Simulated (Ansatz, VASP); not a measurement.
**RbBr in VASP and in Ansatz**

Contents of POSCAR:

```
RbBr
1.0
    0.0000000000      3.4608260907      3.4608260907
    3.4608260907      0.0000000000      3.4608260907
    3.4608260907      3.4608260907      0.0000000000
Rb Br
1 1
Direct
    0.0000000000      0.0000000000      0.0000000000
    0.5000000000      0.5000000000      0.5000000000
```

INCAR.step1

```
ALGO = Normal
EDIFF = 1E-5
ENCUT = 520
GGA = PE
ISIF = 2
ISMEAR = 0
LASPH = T
LCHARG = F
LREAL = F
LWAVE = T
NBANDS = 15
NELM = 60
PREC = Accurate
SIGMA = 0.01
```

File INCAR.step2:

```
AEXX = 0.3
ALGO = Normal
EDIFF = 1E-6
ENCUT = 520
GGA = PE
HFSCREEN = 0.5
ISIF = 2
ISMEAR = 0
ISTART = 1
LASPH = T
LCHARG = F
LHFCALC = T
LREAL = F
LWAVE = F
NBANDS = 15
NELM = 60
PREC = Accurate
PRECFOCK = Normal
SIGMA = 0.01
```

The input KPOINTS:

```
k-points
0
Gamma
  4 4 4
```

Input for Ansatz:

```yaml
crystal:
  lattice:
    - [0.0, 3.4608260907, 3.4608260907]
    - [3.4608260907, 0.0, 3.4608260907]
    - [3.4608260907, 3.4608260907, 0.0]
  atoms:
    - { symbol: Rb, position: [0.0, 0.0, 0.0] }
    - { symbol: Br, position: [0.5, 0.5, 0.5] }
kpoints:
  mp_grid: { grid: [4, 4, 4] }
hamiltonian:
  xc: { exchange: pbe, correlation: pbe, exx: { coeff: 0.3, omega: 0.5 } }
scf:
  occupations: { method: fixed }
  n_extra_bands: 4
output:
  forces: true
  stress: true
  eigenvalues: true
```

Alike in both runs: task single point; functional PBE-based screened hybrid; k mesh 4 × 4 × 4; no spin polarisation.

|  | VASP | Ansatz |
| --- | --- | --- |
| version | VASP 6.6.1 | Ansatz 0.2.0 |
| potentials or method | VASP PAW PBE potentials, release 64 (Rb_sv, Br) | plane waves |
| plane-wave cutoff (eV) | 520 | 420 |
| occupations | gaussian, width 0.01 eV | fixed |
| valence electrons in the cell | 16 | 16 |

```tsv
	VASP	Ansatz	Ansatz less VASP
gap on the k mesh at the Fermi level (eV)	5.00	5.00	+0.001
pressure (GPa)	0.3	0.3	-0.01
```

VASP's potentials were made for PBE, not for PBE-based screened hybrid. Ansatz's warnings: stress exchange threshold loose, stress scf threshold loose.
